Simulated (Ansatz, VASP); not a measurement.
**Two plane-wave programs on AlPt**

Contents of POSCAR:

```
AlPt
1.0
    3.0915460000      0.0000000000      0.0000000000
    0.0000000000      3.0915460000      0.0000000000
    0.0000000000      0.0000000000      3.0915460000
Al Pt
1 1
Direct
    0.0000000000      0.0000000000      0.0000000000
    0.5000000000      0.5000000000      0.5000000000
```

INCAR.step1

```
  PREC = Accurate
  ENCUT = 600
  ISMEAR = 0
  SIGMA = 0.1
  LREAL = F
  LASPH = T
  NELM = 80
  GGA = PE
  ALGO = Normal
  EDIFF = 1E-4
  LWAVE = T
  LCHARG = F
```

INCAR.step2

```
  PREC = Accurate
  ENCUT = 600
  EDIFF = 1E-7
  ISMEAR = 0
  SIGMA = 0.1
  LREAL = F
  LASPH = T
  NELM = 80
  ALGO = Normal
  ISIF = 3
  LWAVE = F
  LCHARG = F
  METAGGA = R2SCAN
  LMIXTAU = T
  IBRION = 2
  NSW = 80
  EDIFFG = -0.01
  ISTART = 1
```

KPOINTS

```
regular mesh
0
Gamma
  10 10 10
```

Input for Ansatz:

```yaml
crystal:
  lattice:
    - [3.091546, 0.0, 0.0]
    - [0.0, 3.091546, 0.0]
    - [0.0, 0.0, 3.091546]
  atoms:
    - { symbol: Al, position: [0.0, 0.0, 0.0] }
    - { symbol: Pt, position: [0.5, 0.5, 0.5] }
basis:
  ecutwfc: 500.0
kpoints:
  mp_grid:
    grid: [10, 10, 10]
hamiltonian:
  xc: r2scan
  pseudopotentials:
    kind: paw
scf:
  occupations:
    method: gaussian
    width: 0.1
relax:
  cell: {}
output:
  dos:
    de: 0.1
    method:
      smearing:
        sigma: 0.1
    projected: true
```

Alike in both runs: task relaxation of cell and atoms; functional r2SCAN; k mesh 10 × 10 × 10; occupations gaussian, width 0.1 eV; no spin polarisation.

|  | VASP | Ansatz |
| --- | --- | --- |
| version | VASP 6.6.1 | Ansatz 0.2.0 |
| potentials or method | VASP PAW PBE potentials, release 64 (Al, Pt), cutoff 600 eV | plane waves, PAW |
| valence electrons in the cell | 13 | 21 |

VASP gave:

* gap on the k mesh at the Fermi level, each at its own relaxed structure (eV): none
* relaxed volume (Å³/atom): 14.41
* relaxed length of the cell vector where the two differ most in proportion (Å): 3.066

Problem. Which values does Ansatz return?

Solution. gap on the k mesh at the Fermi level, each at its own relaxed structure (eV): none; relaxed volume (Å³/atom): 14.42; relaxed length of the cell vector where the two differ most in proportion (Å): 3.066.

VASP's potentials were made for PBE, not for r2SCAN. A gap of «none» marks a metal or a gap that the smearing closes. VASP's potentials hold 13 valence electrons a cell and Ansatz's 21, so a difference there can come from the potentials and not from the codes.

Spin-orbit coupling is off throughout.
